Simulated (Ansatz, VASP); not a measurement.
Al5InAs6: VASP beside Ansatz

```
CELL_PARAMETERS angstrom
0.00000 0.00000 6.72473
7.08651 0.00000 0.00000
-3.54326 6.13710 0.00000
ATOMIC_POSITIONS crystal
Al 0.00030 0.33832 0.33832
Al 0.00030 0.00000 0.66168
Al 0.00030 0.66168 0.00000
Al 0.50089 0.66667 0.33333
Al 0.50089 0.33333 0.66667
In 0.50182 0.00000 0.00000
As 0.36976 0.35279 0.35279
As 0.36976 0.00000 0.64721
As 0.36976 0.64721 0.00000
As 0.87184 0.66667 0.33333
As 0.87184 0.33333 0.66667
As 0.89855 0.00000 0.00000
```

Alike in both runs: task single point; functional PBE; k mesh 2 × 3 × 3; occupations gaussian, width 0.1 eV; no spin polarisation.

|  | VASP | Ansatz |
| --- | --- | --- |
| version | VASP 6.6.1 | Ansatz 0.2.0 |
| potentials or method | VASP PAW PBE potentials, release 64 (Al, In_d, As), cutoff 520 eV | scalar-relativistic, plane waves, PAW |
| valence electrons in the cell | 58 | 118 |

Ansatz gave:

* gap on the k mesh at the Fermi level (eV): 1.35
* least direct gap on the mesh (eV): 1.35
* pressure (GPa): -0.1
* rms of the force components (eV/Å): 0.011

What did VASP give for the same quantities?

gap on the k mesh at the Fermi level (eV): 1.35; least direct gap on the mesh (eV): 1.35; pressure (GPa): 0.1; rms of the force components (eV/Å): 0.012.

Atom by atom the forces differ by 0.001 eV/Å (rms over components). VASP's potentials hold 58 valence electrons a cell and Ansatz's 118, so a difference there can come from the potentials and not from the codes.

The k mesh is coarse, so the values compare programs but aren't converged.
